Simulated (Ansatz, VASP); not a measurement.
Hg: VASP beside Ansatz

File INCAR:

```
SYSTEM = Hg
ALGO = Normal
EDIFF = 1E-6
ENCUT = 520
GGA = PS
ISIF = 2
ISMEAR = -1
LASPH = .True.
LCHARG = .False.
LREAL = .False.
LWAVE = .False.
NBANDS = 19
NELM = 100
PREC = Accurate
SIGMA = 0.05
```

KPOINTS

```
k-points
0
Gamma
  12 12 12
  0 0 0
```

The input POSCAR:

```
Hg
1.0
    0.0000000000      2.7914226430      2.7914226430
    2.7914226430      0.0000000000      2.7914226430
    2.7914226430      2.7914226430      0.0000000000
Hg
2
Direct
   -0.1250000000     -0.1250000000     -0.1250000000
    0.1250000000      0.1250000000      0.1250000000
```

Input for Ansatz:

```yaml
crystal:
  lattice:
    - [0.0, 2.791422643, 2.791422643]
    - [2.791422643, 0.0, 2.791422643]
    - [2.791422643, 2.791422643, 0.0]
  atoms:
    - { symbol: Hg, position: [-0.125, -0.125, -0.125] }
    - { symbol: Hg, position: [0.125, 0.125, 0.125] }
kpoints:
  mp_grid: { grid: [12, 12, 12] }
scf:
  occupations: { method: fermi_dirac, width: 0.05 }
hamiltonian:
  xc: pbesol
  pseudopotentials: { kind: all_electron, lapw: { basis_error: 0.001 } }
output:
  forces: true
  stress: true
  eigenvalues: true
  populations: true
```

Change from the starting cell: volume scaled by 0.6, LAPW.

Alike in both runs: task single point; functional PBEsol; k mesh 12 × 12 × 12; occupations fermi-dirac, width 0.05 eV; no spin polarisation.

|  | VASP | Ansatz |
| --- | --- | --- |
| version | VASP 6.6.1 | Ansatz 0.2.0 |
| potentials or method | VASP PAW PBE potentials, release 64 (Hg), cutoff 520 eV | all-electron LAPW, scalar-relativistic |

Ansatz gave:

- pressure (GPa): 49.9

Which values does VASP return?

Pressure (GPa): 53.1.

VASP's potentials were made for PBE, not for PBEsol. Both programs put the cell under a high pressure, so it lies far from rest at this level. Ansatz ran all-electron here, and VASP with PAW potentials.

Spin-orbit coupling is off throughout.
